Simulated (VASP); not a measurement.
# Ho3PRu (Pm-3m) in VASP: further runs, part 2 of 2

VASP 6.6.1. Earlier steps stand in the parts before.

### 4 Single point, PBE

This run uses another cell than the first one, of 26.70 Å³/atom.

File INCAR:

```
SYSTEM = Ho3PRu
ALGO = Normal
EDIFF = 1E-6
ENCUT = 500
GGA = PE
GGA_COMPAT = .FALSE.
ISIF = 2
ISMEAR = 0
LASPH = .TRUE.
LCHARG = .FALSE.
LMAXMIX = 6
LREAL = .FALSE.
LWAVE = .FALSE.
NBANDS = 31
NELM = 200
PREC = Accurate
SIGMA = 0.1
```

File KPOINTS:

```
k-points
0
G
  8 8 8
  0 0 0
```

File POSCAR:

```
Ho3PRu
1.0
    5.1110517550      0.0000000000      0.0000000000
    0.0000000000      5.1110517550      0.0000000000
    0.0000000000      0.0000000000      5.1110517550
Ho P Ru
3 1 1
Direct
    0.0000000000      0.5000000000      0.5000000000
    0.5000000000      0.0000000000      0.5000000000
    0.5000000000      0.5000000000      0.0000000000
    0.5000000000      0.5000000000      0.5000000000
    0.0000000000      0.0000000000      0.0000000000
```

Potentials or basis: VASP PAW PBE potentials, release 64 (Ho_3, P, Ru_pv), 4f in core.

The run is started by

```
cat potpaw_PBE.64/Ho_3/POTCAR potpaw_PBE.64/P/POTCAR potpaw_PBE.64/Ru_pv/POTCAR > POTCAR
mpirun -np 1 vasp_std > vasp.out
```

OUTCAR:

```text
SYSTEM = Ho3PRu
   EDIFF = 1E-6
   ENCUT = 500
   GGA = PE
   ISIF = 2
   ISMEAR = 0
   LASPH = .TRUE.
   LREAL = .FALSE.
   NELM = 200
   PREC = Accurate

 ion  position               nearest neighbor table
   1  0.000  0.500  0.500-   4 2.56   4 2.56   2 3.61   3 3.61   2 3.61   2 3.61   3 3.61   3 3.61
                             3 3.61   2 3.61
   2  0.500  0.000  0.500-   4 2.56   4 2.56   1 3.61   3 3.61   1 3.61   3 3.61   3 3.61   3 3.61
[... 1025 lines left out ...]
  --------------------------------------------------------------------------------------
  -------------------------------------------------------------------------------------
  Total        0.4458891      0.4458891      0.4458891     -0.0000000      0.0000000     -0.0000000
  in kB        5.3506505      5.3506505      5.3506505     -0.0000000      0.0000000     -0.0000000
  external PRESSURE =       5.3506505 kB  Pullay stress =       0.0000000 kB

 VOLUME and BASIS-vectors are now :
 -----------------------------------------------------------------------------
  energy-cutoff  :      500.00
  volume of cell :      133.52
      direct lattice vectors                 reciprocal lattice vectors
     5.111051755  0.000000000  0.000000000     0.195654446  0.000000000  0.000000000
     0.000000000  5.111051755  0.000000000     0.000000000  0.195654446  0.000000000
     0.000000000  0.000000000  5.111051755     0.000000000  0.000000000  0.195654446

 POSITION                                       TOTAL-FORCE (eV/Angst)
 -----------------------------------------------------------------------------------
      0.00000      2.55553      2.55553         0.000000      0.000000      0.000000
      2.55553      0.00000      2.55553         0.000000      0.000000      0.000000
      2.55553      2.55553      0.00000         0.000000      0.000000      0.000000
      2.55553      2.55553      2.55553         0.000000      0.000000      0.000000
      0.00000      0.00000      0.00000         0.000000      0.000000      0.000000
 -----------------------------------------------------------------------------------
    total drift:                               -0.000000     -0.000000     -0.000000

  FREE ENERGIE OF THE ION-ELECTRON SYSTEM (eV)
  ---------------------------------------------------
  free  energy   TOTEN  =       -28.2392005498 eV

  energy  without entropy=      -28.2185158172  energy(sigma->0) =      -28.22885818
```

It took 1.9 min on 1 thread of Intel Xeon 6975P-C (Granite Rapids), shared host; peak memory 0.31 GiB.

Results:

```
Free energy            : -28.2392 eV
Pressure               : 0.5 GPa
Band gap on the k mesh : zero (bands 23 and 24 overlap by 0.98 eV)
```

Caveat: spin-orbit coupling is left out, which moves the levels of the heavy elements; the 4f electrons are frozen in the core, so they carry no moment and show no levels. Spin polarisation is off, so any magnetic state and its effect on volume and gap are missing.

### 5 Relaxation of cell and atoms, PBE

This run uses another cell than the first one, of 28.68 Å³/atom.

File INCAR:

```
SYSTEM = Ho3PRu
ALGO = Normal
EDIFF = 1E-7
EDIFFG = -0.04
ENCUT = 500
GGA = PE
GGA_COMPAT = .False.
IBRION = 2
ISIF = 3
ISMEAR = 0
LASPH = .True.
LCHARG = .False.
LMAXMIX = 6
LREAL = .False.
LWAVE = .False.
NELM = 200
NELMIN = 4
NSW = 90
PREC = Accurate
SIGMA = 0.1
```

File KPOINTS:

```
k-points
0
Gamma
  4 4 4
  0 0 0
```

POSCAR: that of step 4 with these lines changed.

```diff
@@ -2,5 +2,5 @@
 1.0
-    5.1110517550      0.0000000000      0.0000000000
-    0.0000000000      5.1110517550      0.0000000000
-    0.0000000000      0.0000000000      5.1110517550
+    5.2342505400      0.0000000000      0.0000000000
+    0.0000000000      5.2342505400      0.0000000000
+    0.0000000000      0.0000000000      5.2342505400
 Ho P Ru
```

The run is started by

```
cat potpaw_PBE.64/Ho_3/POTCAR potpaw_PBE.64/P/POTCAR potpaw_PBE.64/Ru_pv/POTCAR > POTCAR
mpirun -np 1 vasp_std > vasp.out
```

Wall time 1.7 min (1 thread of Intel Xeon 6975P-C (Granite Rapids), shared host); peak memory 0.26 GiB.

Results (log left out):

* Free energy: -28.2443 eV
* Relaxed volume: 26.90 Å³/atom
* Relaxed cell: a = 5.124 Å, b = 5.124 Å, c = 5.124 Å, α = 90.00°, β = 90.00°, γ = 90.00°
* Space group after relaxing (to 0.1 Å): Pm-3m (No. 221)
* Energy gained by relaxing: 23.2 meV/atom
* Ionic steps: 3
* Pressure after relaxing: 0.0 GPa
* Band gap on the k mesh: zero (bands 23 and 24 overlap by 0.91 eV)

Step by step:
```
step  energy change (eV)  largest force (eV/Å)  pressure (GPa)  volume (Å³)
   1              0.0000                0.0000           -3.97       143.40
   2             -0.0673                0.0000            3.05       129.16
   3             -0.1161                0.0000           -0.03       134.51
```

Final structure:
```
Ho P Ru
1.0
     5.12365    0.00000    0.00000
     0.00000    5.12365    0.00000
     0.00000    0.00000    5.12365
Ho P Ru
3 1 1
Direct
  0.00000 0.50000 0.50000
  0.50000 0.00000 0.50000
  0.50000 0.50000 0.00000
  0.50000 0.50000 0.50000
  0.00000 0.00000 0.00000
```

Levels at points of the mesh, in eV from the Fermi level:
```csv
k point,band 20,band 21,band 22,band 23,band 24,band 25,band 26,band 27
"(0.00, 0.00, 0.00)",-1.35,-1.35,-1.35,0.29,0.29,0.29,1.48,1.48
"(0.50, 0.00, 0.00)",-0.75,-0.42,-0.29,-0.29,-0.17,0.05,0.05,2.04
"(0.50, 0.50, 0.00)",-0.72,-0.56,-0.40,-0.40,-0.19,0.56,1.44,1.44
"(0.50, 0.50, 0.50)",-0.93,-0.32,-0.32,0.71,0.71,0.71,1.90,1.90
```

Caveat: spin-orbit coupling is left out, which moves the levels of the heavy elements; the 4f electrons are frozen in the core, so they carry no moment and show no levels. Spin polarisation is off, so any magnetic state and its effect on volume and gap are missing.

### 6 Single point, PBE

This run uses another cell than the first one: it holds 10 atoms, not 5.

File INCAR:

```
PREC     = Accurate       # precision mode
ENCUT    = 500            # plane-wave cutoff, eV
EDIFF    = 1E-6           # SCF threshold, eV
ISMEAR   = 0              # smearing method
SIGMA    = 0.2            # smearing width, eV
LREAL    = F              # projectors in reciprocal space
LASPH    = T              # aspherical terms in the spheres
NELM     = 200            # most SCF steps
ALGO     = Normal         # electronic algorithm
ISIF     = 2              # what is computed and relaxed
LWAVE    = F              # write WAVECAR
LCHARG   = F              # write CHGCAR
GGA      = PE             # functional
NBANDS   = 57             # bands
GGA_COMPAT= F            
LMAXMIX  = 6              # l up to which the mixer works
```

File KPOINTS:

```
Automatic mesh
0
Gamma
  4 4 2
```

File POSCAR:

```
Ho3PRu
1.0
    5.1110517550      0.0000000000      0.0000000000
    0.0000000000      5.1110517550      0.0000000000
    0.0000000000      0.0000000000     10.2221035100
Ho P Ru
6 2 2
Direct
    1.0000000000      0.5000000000      0.2500000000
    0.0000000000      0.5000000000      0.7500000000
    0.5000000000      0.0000000000      0.2500000000
    0.5000000000      1.0000000000      0.7500000000
    0.5000000000      0.5000000000      0.5000000000
    0.5000000000      0.5000000000      1.0000000000
    0.5000000000      0.5000000000      0.2500000000
    0.5000000000      0.5000000000      0.7500000000
    0.0000000000      1.0000000000      0.0000000000
    0.0000000000      1.0000000000      0.5000000000
```

Potentials or basis: VASP PAW PBE potentials, release 64 (Ho_3, P, Ru_pv), 4f in core.

The run is started by

```
cat potpaw_PBE.64/Ho_3/POTCAR potpaw_PBE.64/P/POTCAR potpaw_PBE.64/Ru_pv/POTCAR > POTCAR
mpirun -np 1 vasp_std > vasp.out
```

OUTCAR:

```text
PREC = Accurate
   ENCUT = 500
   EDIFF = 1E-6
   ISMEAR = 0
   LREAL = F
   LASPH = T
   NELM = 200
   ISIF = 2
   GGA = PE

 ion  position               nearest neighbor table
   1  0.000  0.500  0.250-   7 2.56   7 2.56   6 3.61   3 3.61   3 3.61   3 3.61   5 3.61   6 3.61
                             5 3.61   3 3.61
   2  0.000  0.500  0.750-   8 2.56   8 2.56   6 3.61   4 3.61   4 3.61   4 3.61   5 3.61   6 3.61
                             5 3.61   4 3.61
   3  0.500  0.000  0.250-   7 2.56   7 2.56   6 3.61   1 3.61   1 3.61   5 3.61   6 3.61   5 3.61
                             1 3.61   1 3.61
   4  0.500  0.000  0.750-   8 2.56   8 2.56   6 3.61   2 3.61   2 3.61   5 3.61   6 3.61   5 3.61
                             2 3.61   2 3.61
   5  0.500  0.500  0.500-   7 2.56   8 2.56   3 3.61   4 3.61   1 3.61   2 3.61   3 3.61   4 3.61
                             1 3.61   2 3.61
   6  0.500  0.500  0.000-   7 2.56   8 2.56   3 3.61   4 3.61   1 3.61   2 3.61   3 3.61   4 3.61
                             1 3.61   2 3.61
   7  0.500  0.500  0.250-   1 2.56   3 2.56   5 2.56   6 2.56   3 2.56   1 2.56
   8  0.500  0.500  0.750-   2 2.56   4 2.56   5 2.56   6 2.56   4 2.56   2 2.56
   9  0.000  0.000  0.000-
  10  0.000  0.000  0.500-

  LATTYP: Found a simple tetragonal cell.
 ALAT       =     5.1110517550
 C/A-ratio  =     2.0000000000

  Lattice vectors:

 A1 = (   5.1110517550,   0.0000000000,   0.0000000000)
 A2 = (   0.0000000000,   5.1110517550,   0.0000000000)
 A3 = (   0.0000000000,   0.0000000000,  10.2221035100)

Analysis of symmetry for initial positions (statically):
=====================================================================
 Subroutine PRICEL returns following result:

  LATTYP: Found a simple cubic cell.
 ALAT       =     5.1110517550

  Lattice vectors:

 A1 = (   5.1110517550,   0.0000000000,   0.0000000000)
 A2 = (   0.0000000000,   5.1110517550,   0.0000000000)
 A3 = (   0.0000000000,   0.0000000000,   5.1110517550)

[... 152 lines left out ...]
   LHFCALC =     F    Hartree Fock is set to
   AEXX    =    0.0000 exact exchange contribution
   IVDW    =     0    specifies the selected vdW correction
   LEPSILON=     F    determine dielectric tensor
   LRPA    =     F    only Hartree local field effects (RPA)
 non-spin polarized calculation
 Gauss-broadening in eV      SIGMA  =   0.20
  energy-cutoff  :      500.00
  volume of cell :      267.03
 maximum number of plane-waves:      6836
 NGX is ok and might be reduce to    40

 number of electron      92.0000011 magnetization

 Free energy of the ion-electron system (eV)
  ---------------------------------------------------
  ext. energy  EPLUGINS =         0.00000000
  ---------------------------------------------------
  free energy    TOTEN  =       -56.56544338 eV

  energy without entropy =      -56.35932781  energy(sigma->0) =      -56.46238559

 E-fermi :   3.7007     XC(G=0): -10.0088

 val. band max:        3.6892379765   @ k =   0.2500   0.0000   0.5000
 cond. band min:       3.7391801710   @ k =   0.2500   0.0000   0.0000
 fundamental gap:      0.0499421945
 Fermi energy:         3.7007046922

 k-point     1 :       0.0000    0.0000    0.0000
  band No.  band energies     occupation
      1     -37.7384      2.00000
      2     -37.7383      2.00000
      3     -37.7383      2.00000
      4     -37.7383      2.00000
      5     -37.7383      2.00000
      6     -37.7383      2.00000
[... 709 lines left out ...]
     56       5.9559      0.00000
     57       5.9683      0.00000

------------------------ aborting loop because EDIFF is reached ----------------------------------------

  FORCE on cell =-STRESS in cart. coord.  units (eV):
  Direction    XX          YY          ZZ          XY          YZ          ZX
  --------------------------------------------------------------------------------------
  -------------------------------------------------------------------------------------
  Total        1.0230232      1.0230232      1.0231589      0.0000000      0.0000000      0.0000000
  in kB        6.1381179      6.1381179      6.1389320      0.0000000      0.0000000      0.0000000
  external PRESSURE =       6.1383893 kB  Pullay stress =       0.0000000 kB

 VOLUME and BASIS-vectors are now :
 -----------------------------------------------------------------------------
  energy-cutoff  :      500.00
  volume of cell :      267.03
      direct lattice vectors                 reciprocal lattice vectors
     5.111051755  0.000000000  0.000000000     0.195654446  0.000000000  0.000000000
     0.000000000  5.111051755  0.000000000     0.000000000  0.195654446  0.000000000
     0.000000000  0.000000000 10.222103510     0.000000000  0.000000000  0.097827223

 POSITION                                       TOTAL-FORCE (eV/Angst)
 -----------------------------------------------------------------------------------
      0.00000      2.55553      2.55553        -0.000000     -0.000000      0.000000
      0.00000      2.55553      7.66658         0.000000     -0.000000     -0.000000
      2.55553      0.00000      2.55553         0.000000     -0.000000      0.000000
      2.55553      0.00000      7.66658        -0.000000      0.000000     -0.000000
      2.55553      2.55553      5.11105         0.000000      0.000000     -0.000000
      2.55553      2.55553      0.00000         0.000000      0.000000     -0.000000
      2.55553      2.55553      2.55553         0.000000      0.000000     -0.000000
      2.55553      2.55553      7.66658         0.000000      0.000000     -0.000000
      0.00000      0.00000      0.00000        -0.000000      0.000000     -0.000000
      0.00000      0.00000      5.11105        -0.000000      0.000000     -0.000000
 -----------------------------------------------------------------------------------
    total drift:                               -0.000000      0.000000     -0.000000

  FREE ENERGIE OF THE ION-ELECTRON SYSTEM (eV)
  ---------------------------------------------------
  free  energy   TOTEN  =       -56.5654433761 eV

  energy  without entropy=      -56.3593278065  energy(sigma->0) =      -56.46238559
```

stdout:

```text
POSCAR found type information on POSCAR HoP Ru
 POSCAR found :  3 types and      10 ions
 scaLAPACK will be used
 LDA part: xc-table for (Slater+PW92), standard interpolation
 POSCAR, INCAR and KPOINTS ok, starting setup
 FFT: planning ... GRIDC
 FFT: planning ... GRID_SOFT
 FFT: planning ... GRID
 WAVECAR not read
 entering main loop
```

It took 3.8 min on 1 thread of Intel Xeon 6975P-C (Granite Rapids), shared host; peak memory 0.43 GiB.

Results:

```yaml
Free_energy: -56.5654 eV
Pressure: 0.6 GPa
Band_gap_on_the_k_mesh: zero (bands 46 and 47 overlap by 0.31 eV)
```

Levels at points of the mesh, in eV from the Fermi level:
```tsv
k point	band 44	band 45	band 46	band 47	band 48	band 49
(0.00, 0.00, 0.00)	-0.29	-0.29	-0.18	0.05	0.05	0.29
(0.50, 0.00, 0.00)	-0.39	-0.29	-0.29	-0.20	-0.18	0.05
(0.50, 0.50, 0.00)	-0.32	-0.32	-0.20	0.56	0.74	0.74
(0.00, 0.00, 0.50)	-0.80	0.04	0.04	0.33	0.33	0.33
(0.50, 0.00, 0.50)	-0.41	-0.40	-0.40	0.24	0.24	0.31
(0.50, 0.50, 0.50)	-0.26	0.11	0.11	0.11	0.11	0.73
```

Caveat: spin-orbit coupling is left out, which moves the levels of the heavy elements; the 4f electrons are frozen in the core, so they carry no moment and show no levels.

### 7 The runs side by side

```csv
task,cell,k mesh,smearing,gap on the mesh (eV),pressure (GPa)
single point,"a = 5.117 Å, 5 atoms, atomic positions A",4 × 4 × 4,gaussian 0.1 eV,none,0.3
single point,"a = 5.234 Å, 5 atoms, atomic positions A",4 × 4 × 4,gaussian 0.1 eV,none,-4.0
single point,"a = 5.111 Å, 5 atoms, atomic positions A",8 × 8 × 8,gaussian 0.1 eV,none,0.5
relaxation of cell and atoms,"relaxed from a = 5.234 Å, 5 atoms, atomic positions A",4 × 4 × 4,gaussian 0.1 eV,none,0.0
single point,"a = 5.111, b = 5.111, c = 10.222 Å, 10 atoms, atomic positions B",4 × 4 × 2,gaussian 0.2 eV,none,0.6
```

Alike in all rows: level PBE; potentials or basis VASP PAW PBE potentials, release 64 (Ho_3, P, Ru_pv), 4f in core; no spin polarisation; cutoff (eV) 500.

Caveats: spin-orbit coupling is left out, which moves the levels of the heavy elements; the 4f electrons are frozen in the core, so they carry no moment and show no levels; the cell stands under tension (at least some runs).

Absolute energies hang on the potentials; compare differences alone.
